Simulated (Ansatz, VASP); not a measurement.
**Mo in VASP and in Ansatz**

File INCAR:

```
PREC = Accurate
ENCUT = 520
EDIFF = 1E-7
ISMEAR = 0
SIGMA = 0.15
LREAL = False
LASPH = True
NELM = 80
ALGO = Fast
ISIF = 2
LWAVE = False
LCHARG = True
GGA = PE
LELF = True
LVHAR = True
NBANDS = 13
```

Contents of KPOINTS:

```
Automatic mesh
0
Gamma
  20 20 20
```

Contents of POSCAR:

```
Mo
1.0
   -1.3141894930      1.7882553235      1.6382134882
    1.3141894930     -1.7882553235      1.6382134882
    1.3141894930      1.7882553235     -1.6382134882
Mo
1
Direct
    0.0000000000      0.0000000000      0.0000000000
```

Input for Ansatz:

```yaml
crystal:
  lattice:
    - [-1.314189493, 1.7882553235, 1.6382134882]
    - [1.314189493, -1.7882553235, 1.6382134882]
    - [1.314189493, 1.7882553235, -1.6382134882]
  atoms:
    - { symbol: Mo, position: [0.0, 0.0, 0.0] }
basis:
  ecutwfc: 420
kpoints:
  mp_grid: { grid: [20, 20, 20] }
hamiltonian:
  xc: pbe
scf:
  occupations: { method: gaussian, width: 0.15 }
output:
  forces: true
  stress: true
  eigenvalues: true
  write_density: true
  write_potential: true
  elf: true
  volumetric_format: npy
```

Change from the starting cell: strain +e along x and -e along y -0.1500, strain +e along z and -e/2 along x and y +0.0367.

Alike in both runs: task single point; functional PBE; k mesh 20 × 20 × 20; occupations gaussian, width 0.15 eV; no spin polarisation.

|  | VASP | Ansatz |
| --- | --- | --- |
| version | VASP 6.6.1 | Ansatz 0.2.0 |
| potentials or method | VASP PAW PBE potentials, release 64 (Mo_sv), cutoff 520 eV | scalar-relativistic, plane waves, PAW |
| valence electrons in the cell | 14 | 14 |

Ansatz gave:

| Quantity | Value |
| --- | --- |
| gap on the k mesh at the Fermi level (eV) | none |
| pressure (GPa) | 14.6 |
| traceless stress, the component that is largest in VASP (GPa) | 18.14 |

Estimate VASP's values.

gap on the k mesh at the Fermi level (eV): none; pressure (GPa): 15.2; traceless stress, the component that is largest in VASP (GPa): 18.22.

A gap of «none» marks a metal or a gap that the smearing closes.
